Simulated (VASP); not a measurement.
# BaTiO3 (R3m) in VASP: further runs

The runs below take BaTiO3 through single point, with PBEsol, PBEsol+U.

All numbers are computed with VASP 6.6.1; they aren't measurements. Logs are shortened: lines on timing, memory, paths and dates and some standing lists are left out, and cuts for length are marked.

### Step 1. The cell of the first run

Symmetry: R3m, No. 160, trigonal system. The conventional cell has a = 5.655 Å, b = 5.655 Å, c = 6.955 Å, α = 90.00°, β = 90.00°, γ = 120.00°. Within 3.7 Å of Ba (site symmetry 3m) lie 12 O at 2.79 to 2.89 Å and 8 Ti at 3.37 to 3.59 Å. Within 2.5 Å of Ti (site symmetry 3m) lie 6 O at 1.87 to 2.14 Å. Within 2.5 Å of O (site symmetry m) lie 2 Ti at 1.87 to 2.14 Å.

### Step 2. Single point, PBEsol

The input, INCAR:

```
SYSTEM = BaTiO3
  PREC = Accurate
  ENCUT = 520
  EDIFF = 1E-7
  ISMEAR = 0
  SIGMA = 0.01
  LREAL = .FALSE.
  LASPH = .TRUE.
  NELM = 80
  ALGO = Normal
  ISIF = 2
  LWAVE = .FALSE.
  LCHARG = .FALSE.
  GGA = PS
  NBANDS = 28
```

The input, KPOINTS:

```
Automatic mesh
0
G
  6 6 6
  0 0 0
```

The input, POSCAR:

```
BaTiO3
1.0
    2.8273666100      1.6323808700      2.3183934900
   -2.8273666100      1.6323808700      2.3183934900
    0.0000000000     -3.2647617400      2.3183934900
Ba Ti O
1 1 3
Direct
    0.0000000000      0.0000000000      0.0000000000
    0.4845000000      0.4845000000      0.4845000000
    0.5086000000      0.5086000000      0.0175000000
    0.0175000000      0.5086000000      0.5086000000
    0.5086000000      0.0175000000      0.5086000000
```

Potentials or basis: VASP PAW PBE potentials, release 64 (Ba_sv, Ti_sv, O).

Launch:

```console
cat potpaw_PBE.64/Ba_sv/POTCAR potpaw_PBE.64/Ti_sv/POTCAR potpaw_PBE.64/O/POTCAR > POTCAR
mpirun -np 1 vasp_std > vasp.out
```

OUTCAR:

```text
SYSTEM = BaTiO3
   PREC = Accurate
   ENCUT = 520
   EDIFF = 1E-7
   ISMEAR = 0
   LREAL = .FALSE.
   LASPH = .TRUE.
   NELM = 80
   ISIF = 2
   GGA = PS

 ion  position               nearest neighbor table
   1  0.000  0.000  0.000-   3 2.79   4 2.79   5 2.79   4 2.83   5 2.83   5 2.83   4 2.83   3 2.83
                             3 2.83   3 2.89   4 2.89   5 2.89   2 3.37   2 3.43   2 3.43   2 3.43
   2  0.484  0.484  0.484-   3 1.87   4 1.87   5 1.87   3 2.14   4 2.14   5 2.14   1 3.37   1 3.43
                             1 3.43   1 3.43   1 3.50   1 3.50   1 3.50   1 3.59
   3  0.509  0.509  0.017-   2 1.87   2 2.14   1 2.79   1 2.83   1 2.83   1 2.89
   4  0.017  0.509  0.509-   2 1.87   2 2.14   1 2.79   1 2.83   1 2.83   1 2.89
   5  0.509  0.017  0.509-   2 1.87   2 2.14   1 2.79   1 2.83   1 2.83   1 2.89

  LATTYP: Found a trigonal (rhomboedric) cell.
 ALAT       =     4.0041999983
 COS(alpha) =     0.0028448809

  Lattice vectors:

 A1 = (   2.8273666100,   1.6323808700,   2.3183934900)
 A2 = (  -2.8273666100,   1.6323808700,   2.3183934900)
 A3 = (   0.0000000000,  -3.2647617400,   2.3183934900)

Analysis of symmetry for initial positions (statically):
=====================================================================
 Subroutine PRICEL returns:
 Original cell was already a primitive cell.

 Routine SETGRP: Setting up the symmetry group for a
 trigonal (rhombohedral) supercell.

 Subroutine GETGRP returns: Found  6 space group operations
 (whereof  6 operations were pure point group operations)
 out of a pool of 12 trial point group operations.

The static configuration has the point symmetry C_3v.

Analysis of symmetry for dynamics (positions and initial velocities):
=====================================================================
 Subroutine PRICEL returns:
 Original cell was already a primitive cell.

 Routine SETGRP: Setting up the symmetry group for a
 trigonal (rhombohedral) supercell.

 Subroutine GETGRP returns: Found  6 space group operations
 (whereof  6 operations were pure point group operations)
 out of a pool of 12 trial point group operations.

The dynamic configuration has the point symmetry C_3v.

 Subroutine INISYM returns: Found  6 space group operations
 (whereof  6 operations are pure point group operations),
 and found     1 'primitive' translations

----------------------------------------------------------------------------------------

                                     Primitive cell

  volume of cell :      64.2010

  direct lattice vectors                    reciprocal lattice vectors
     2.827366610  1.632380870  2.318393490     0.176843002  0.102100355  0.143777721
    -2.827366610  1.632380870  2.318393490    -0.176843002  0.102100355  0.143777721
     0.000000000 -3.264761740  2.318393490     0.000000000 -0.204200710  0.143777721

  length of vectors
     4.004199998  4.004199998  4.004199994     0.249739791  0.249739791  0.249739791

  position of ions in fractional coordinates (direct lattice)
     0.000000000  0.000000000  0.000000000
     0.484500000  0.484500000  0.484500000
     0.508600000  0.508600000  0.017500000
     0.017500000  0.508600000  0.508600000
     0.508600000  0.017500000  0.508600000

  ion indices of the primitive-cell ions
   primitive index   ion index
                 1           1
                 2           2
                 3           3
                 4           4
                 5           5

----------------------------------------------------------------------------------------

 KPOINTS: Automatic mesh

Automatic generation of k-mesh.
 Grid dimensions read from file:
 generate k-points for:    6    6    6

 Generating k-lattice:

  Cartesian coordinates                     Fractional coordinates (reciprocal lattice)
     0.029473834  0.017016726  0.023962954     0.166666667  0.000000000  0.000000000
    -0.029473834  0.017016726  0.023962954     0.000000000  0.166666667  0.000000000
     0.000000000 -0.034033452  0.023962954     0.000000000  0.000000000  0.166666667

  Length of vectors
     0.041623298  0.041623298  0.041623299

  Shift w.r.t. Gamma in fractional coordinates (k-lattice)
     0.000000000  0.000000000  0.000000000

 Subroutine IBZKPT returns following result:
 ===========================================

 Found     32 irreducible k-points:

 Following reciprocal coordinates:
            Coordinates               Weight
  0.000000  0.000000  0.000000      1.000000
  0.166667 -0.000000  0.000000      6.000000
  0.333333 -0.000000  0.000000      6.000000
  0.500000  0.000000  0.000000      3.000000
  0.166667  0.166667  0.000000      6.000000
  0.333333  0.166667 -0.000000     12.000000
[... 16 lines left out ...]
  0.500000  0.500000  0.166667      6.000000
 -0.333333  0.500000  0.166667     12.000000
 [... further k-points ...]
   k-points           NKPTS =     32   k-points in BZ     NKDIM =     32   number of bands    NBANDS=     28
   number of dos      NEDOS =    301   number of ions     NIONS =      5
   total plane-waves  NPLWV =  27000
   dimension x,y,z NGX =    30 NGY =   30 NGZ =   30
   dimension x,y,z NGXF=    60 NGYF=   60 NGZF=   60
   ions per type =               1   1   3
   NGX,Y,Z   is equivalent  to a cutoff of  12.46, 12.46, 12.46 a.u.
   NGXF,Y,Z  is equivalent  to a cutoff of  24.91, 24.91, 24.91 a.u.
 SYSTEM =  BaTiO3
   PREC   = accura    normal or accurate (medium, high low for compatibility)
   ISTART =      0    job   : 0-new  1-cont  2-samecut
   ICHARG =      2    charge: 1-file 2-atom 10-const
   ISPIN  =      1    spin polarized calculation?
   LNONCOLLINEAR =      F non collinear calculations
   LSORBIT =      F    spin-orbit coupling
   LASPH  =      T    aspherical Exc in radial PAW
   ENCUT  =  520.0 eV  38.22 Ry    6.18 a.u.   7.45  7.45  7.45*2*pi/ulx,y,z
   NELM   =     80;   NELMIN=  2; NELMDL= -5     # of ELM steps
   EDIFF  = 0.1E-06   stopping-criterion for ELM
   LREAL  =      F    real-space projection
   EDIFFG = 0.1E-05   stopping-criterion for IOM
   NSW    =      0    number of steps for IOM
   IBRION =     -1    ionic relax: 0-MD 1-quasi-New 2-CG
   NFREE  =      0    steps in history (QN), initial steepest desc. (CG)
   ISIF   =      2    stress and relaxation
   ISYM   =      2    0-nonsym 1-usesym 2-fastsym
   POTIM  = 0.5000    time-step for ionic-motion
   TEBEG  =    0.0;   TEEND  =   0.0 temperature during run
   PSTRESS=    0.0 pullay stress
   NELECT =      40.0000    total number of electrons
   NUPDOWN=      -1.0000    fix difference up-down
   EMIN   =  10.00;   EMAX   =-10.00  energy-range for DOS
   EFERMI =   0.00;   METHOD = LEGACY
   ISMEAR =     0;   SIGMA  =   0.01  broadening in eV -4-tet -1-fermi 0-gaus
   EFERMI_NEDOS =   21; number of points for ismear=-14 and -15
   IALGO  =     38    algorithm
   IMIX   =      4    mixing-type and parameters
     AMIX     =   0.40;   BMIX     =  1.00
     AMIX_MAG =   1.60;   BMIX_MAG =  1.00
  volume/ion in A,a.u.               =      12.84        86.65
  Fermi-wavevector in a.u.,A,eV,Ry     =   1.398237  2.642285 26.600301  1.955067
  Thomas-Fermi vector in A             =   2.521415
   LORBIT       =      0    0 simple, 1 ext, 2 COOP (PROOUT), +10 PAW based schemes
   GGA     = PS    functional components
   LHFCALC =     F    Hartree Fock is set to
   AEXX    =    0.0000 exact exchange contribution
   IVDW    =     0    specifies the selected vdW correction
   LEPSILON=     F    determine dielectric tensor
   LRPA    =     F    only Hartree local field effects (RPA)
 non-spin polarized calculation
 Gauss-broadening in eV      SIGMA  =   0.01
  energy-cutoff  :      520.00
  volume of cell :       64.20
 maximum number of plane-waves:      1750
 NGX is ok and might be reduce to    30
   NGX = 15   NGY = 15   NGZ = 15

 number of electron      39.9999998 magnetization

 Free energy of the ion-electron system (eV)
  ---------------------------------------------------
  ext. energy  EPLUGINS =         0.00000000
  ---------------------------------------------------
  free energy    TOTEN  =       -42.00630472 eV

  energy without entropy =      -42.00630472  energy(sigma->0) =      -42.00630472

 E-fermi :   3.7639     XC(G=0): -11.4933

 val. band max:        3.6248062131   @ k =   0.5000   0.5000   0.5000
 cond. band min:       5.9613543236   @ k =   0.0000   0.0000   0.0000
 fundamental gap:      2.3365481105
 Fermi energy:         3.7638628830

 k-point     1 :       0.0000    0.0000    0.0000
  band No.  band energies     occupation
      1     -52.4016      2.00000
      2     -28.7728      2.00000
      3     -28.7728      2.00000
      4     -28.7675      2.00000
      5     -21.1279      2.00000
      6     -13.1236      2.00000
[... 20 lines left out ...]
     27       8.5557      0.00000
     28      10.7936      0.00000

 k-point     2 :       0.1667   -0.0000    0.0000
  band No.  band energies     occupation
      1     -52.4014      2.00000
      2     -28.7852      2.00000
      3     -28.7722      2.00000
      4     -28.7683      2.00000
      5     -21.0981      2.00000
      6     -13.1467      2.00000
[... 20 lines left out ...]
     27       9.0936      0.00000
     28      11.4579      0.00000

 k-point     3 :       0.3333   -0.0000    0.0000
  band No.  band energies     occupation
      1     -52.4008      2.00000
      2     -28.8123      2.00000
      3     -28.7712      2.00000
      4     -28.7675      2.00000
      5     -21.0373      2.00000
      6     -13.2752      2.00000
[... 20 lines left out ...]
     27      10.3507      0.00000
     28      11.9007      0.00000

 k-point     4 :       0.5000    0.0000    0.0000
  band No.  band energies     occupation
      1     -52.4006      2.00000
      2     -28.8259      2.00000
      3     -28.7706      2.00000
      4     -28.7669      2.00000
      5     -21.0063      2.00000
      6     -13.3609      2.00000
[... 578 lines left out ...]
     27      11.0422      0.00000
     28      12.0419      0.00000

 k-point    23 :       0.5000    0.5000    0.1667
  band No.  band energies     occupation
      1     -52.3992      2.00000
      2     -28.8231      2.00000
      3     -28.8196      2.00000
      4     -28.7798      2.00000
      5     -20.9124      2.00000
      6     -12.6329      2.00000
[... 20 lines left out ...]
     27      12.1089      0.00000
     28      12.4439      0.00000

 k-point    24 :      -0.3333    0.5000    0.1667
  band No.  band energies     occupation
      1     -52.3995      2.00000
      2     -28.8225      2.00000
      3     -28.8081      2.00000
      4     -28.7802      2.00000
      5     -20.9314      2.00000
      6     -12.8166      2.00000
[... 20 lines left out ...]
     27      11.7467      0.00000
     28      12.2188      0.00000

 [... further k-points ...]
[... 5 lines left out ...]
  --------------------------------------------------------------------------------------
  -------------------------------------------------------------------------------------
  Total        0.2694749      0.2694749      0.1946939      0.0000000     -0.0000000     -0.0000000
  in kB        6.7249158      6.7249158      4.8587102      0.0000000     -0.0000000     -0.0000000
  external PRESSURE =       6.1028473 kB  Pullay stress =       0.0000000 kB

 VOLUME and BASIS-vectors are now :
 -----------------------------------------------------------------------------
  energy-cutoff  :      520.00
  volume of cell :       64.20
      direct lattice vectors                 reciprocal lattice vectors
     2.827366610  1.632380870  2.318393490     0.176843002  0.102100355  0.143777721
    -2.827366610  1.632380870  2.318393490    -0.176843002  0.102100355  0.143777721
     0.000000000 -3.264761740  2.318393490     0.000000000 -0.204200710  0.143777721

 POSITION                                       TOTAL-FORCE (eV/Angst)
 -----------------------------------------------------------------------------------
      0.00000      0.00000      0.00000         0.000000      0.000000     -0.125964
      0.00000      0.00000      3.36978         0.000000      0.000000      0.141626
      0.00000      1.60332      2.39884         0.000000      0.095250     -0.005221
     -1.38852     -0.80166      2.39884        -0.082489     -0.047625     -0.005221
      1.38852     -0.80166      2.39884         0.082489     -0.047625     -0.005221
 -----------------------------------------------------------------------------------
    total drift:                                0.000000     -0.000001      0.000482

  FREE ENERGIE OF THE ION-ELECTRON SYSTEM (eV)
  ---------------------------------------------------
  free  energy   TOTEN  =       -42.0063047188 eV

  energy  without entropy=      -42.0063047188  energy(sigma->0) =      -42.00630472
```

Wall time 1.7 min (1 thread of Intel Xeon 8259CL, shared host); peak memory 0.21 GiB.

What came out:

```yaml
Free_energy: -42.0063 eV
Pressure: 0.6 GPa
Largest_force: 0.142 eV/Å
Band_gap_on_the_k_mesh: 2.34 eV, indirect (least direct gap 2.74 eV)
```

Forces on the atoms (eV/Å):
```
Ba   0.000  0.000 -0.126
Ti   0.000  0.000  0.142
O    0.000  0.095 -0.005
O   -0.082 -0.048 -0.005
O    0.082 -0.048 -0.005
```

Levels at points of the mesh, in eV from the valence-band top:
```csv
k point,band 16,band 17,band 18,band 19,band 20,band 21,band 22,band 23,band 24,band 25
"(0.00, 0.00, 0.00)",-1.33,-1.08,-0.54,-0.40,-0.40,2.34,2.34,2.48,4.51,4.51
"(0.50, 0.00, 0.00)",-2.13,-1.71,-1.66,-0.97,-0.84,2.52,3.78,3.88,4.48,6.18
"(0.50, 0.50, 0.00)",-2.75,-1.64,-0.90,-0.85,-0.10,3.86,3.86,4.19,5.07,7.77
"(0.50, 0.50, 0.50)",-2.40,-2.36,-0.02,-0.02,0.00,4.33,4.49,4.49,6.53,6.53
```

Caveat: the PAW data sets were made with another functional, which shifts forces and pressure a little; spin-orbit coupling is left out, which moves the levels of the heavy elements. A k mesh can miss the band edges.

### Step 3. Single point, PBEsol+U

The input, INCAR:

```
SYSTEM = BaTiO3
PREC = Accurate
ENCUT = 520
EDIFF = 1E-6
ISMEAR = 0
SIGMA = 0.01
LREAL = .False.
LASPH = .True.
NELM = 150
ALGO = Normal
ISIF = 2
LWAVE = .False.
LCHARG = .False.
LMAXMIX = 4
LDAU = .True.
LDAUTYPE = 2
LDAUL = -1 2 -1
LDAUU = 0 1.5 0
LDAUJ = 0 0 0
LDAUPRINT = 1
GGA = PS
NBANDS = 28
```

The input, KPOINTS:

```
regular mesh
0
Gamma
  6 6 6
  0 0 0
```

POSCAR is that of step 2.

Potentials or basis: VASP PAW PBE potentials, release 64 (Ba_sv, Ti_sv, O).

Launch:

```console
cat potpaw_PBE.64/Ba_sv/POTCAR potpaw_PBE.64/Ti_sv/POTCAR potpaw_PBE.64/O/POTCAR > POTCAR
mpirun -np 1 vasp_std > vasp.out
```

Run time: 92 s. Hardware: 1 thread of Intel Xeon 8259CL, shared host; peak memory 0.21 GiB.

It converged, with:

| Property | Result |
| --- | --- |
| Free energy | -40.9248 eV |
| Pressure | 1.9 GPa |
| Largest force | 0.532 eV/Å |
| Band gap on the k mesh | 2.48 eV, indirect (least direct gap 2.88 eV) |

Forces in eV/Å, atoms in the order of the input:
```
Ba   0.000  0.000 -0.133
Ti   0.000  0.000  0.532
O    0.000  0.270 -0.133
O   -0.234 -0.135 -0.133
O    0.234 -0.135 -0.133
```

Stress tensor (GPa, compression positive):
```
2.06 0.00 0.00
0.00 2.06 0.00
0.00 0.00 1.67
```

Levels at points of the mesh, in eV from the valence-band top:
```csv
k point,band 18,band 19,band 20,band 21,band 22,band 23
"(0.00, 0.00, 0.00)",-0.52,-0.40,-0.40,2.48,2.48,2.61
"(0.50, 0.00, 0.00)",-1.65,-0.98,-0.86,2.67,3.93,4.03
"(0.50, 0.50, 0.00)",-0.91,-0.86,-0.10,4.01,4.01,4.35
"(0.50, 0.50, 0.50)",-0.02,-0.02,0.00,4.48,4.64,4.64
```

Eigenvalues of the final occupation matrices:
| site | spin | trace | eigenvalues |
| --- | --- | --- | --- |
| site 2 d | 1 | 0.89 | 0.13 0.13 0.13 0.25 0.25 |
| site 2 d | 2 | 0.89 | 0.13 0.13 0.13 0.25 0.25 |

Caveat: the PAW data sets were made with another functional, which shifts forces and pressure a little; spin-orbit coupling is left out, which moves the levels of the heavy elements. A k mesh can miss the band edges.

### Step 4. Single point, PBEsol+U

The input, INCAR:

```
PREC = Accurate ; ENCUT = 520
EDIFF = 1E-6 ; ISMEAR = 0
SIGMA = 0.01 ; LREAL = F
LASPH = T ; NELM = 150
ALGO = Normal ; ISIF = 2
LWAVE = F ; LCHARG = F
LMAXMIX = 4 ; LDAU = T
LDAUTYPE = 2 ; LDAUL = -1 2 -1
LDAUU = 0 3 0 ; LDAUJ = 0 0 0
LDAUPRINT = 1 ; GGA = PS
NBANDS = 28
```

The input, KPOINTS:

```
regular mesh
0
Gamma
  6 6 6
```

POSCAR is that of step 3.

Launch:

```console
cat potpaw_PBE.64/Ba_sv/POTCAR potpaw_PBE.64/Ti_sv/POTCAR potpaw_PBE.64/O/POTCAR > POTCAR
mpirun -np 1 vasp_std > vasp.out
```

Wall time 1.7 min (1 thread of Intel Xeon 8259CL, shared host); peak memory 0.21 GiB.

It converged, with:

* Free energy: -39.8734 eV
* Pressure: 3.4 GPa
* Largest force: 0.928 eV/Å
* Band gap on the k mesh: 2.63 eV, indirect (least direct gap 3.04 eV)

Forces on the atoms (eV/Å):
```
Ba   0.000  0.000 -0.141
Ti   0.000  0.000  0.928
O    0.000  0.448 -0.262
O   -0.388 -0.224 -0.262
O    0.388 -0.224 -0.262
```

Stress tensor (GPa, compression positive):
```
3.58 0.00 0.00
0.00 3.58 0.00
0.00 0.00 2.97
```

Levels at points of the mesh, in eV from the valence-band top:
```tsv
k point	band 18	band 19	band 20	band 21	band 22	band 23
(0.00, 0.00, 0.00)	-0.51	-0.41	-0.41	2.63	2.63	2.75
(0.50, 0.00, 0.00)	-1.63	-0.98	-0.88	2.83	4.09	4.19
(0.50, 0.50, 0.00)	-0.91	-0.86	-0.10	4.17	4.18	4.52
(0.50, 0.50, 0.50)	-0.02	-0.02	0.00	4.65	4.80	4.80
```

Eigenvalues of the final occupation matrices:
```csv
site,spin,trace,eigenvalues
site 2 d,1,0.86,0.12 0.12 0.12 0.25 0.25
site 2 d,2,0.86,0.12 0.12 0.12 0.25 0.25
```

Caveat: the PAW data sets were made with another functional, which shifts forces and pressure a little; spin-orbit coupling is left out, which moves the levels of the heavy elements. A k mesh can miss the band edges.

(Continued in part 2 of 2.)
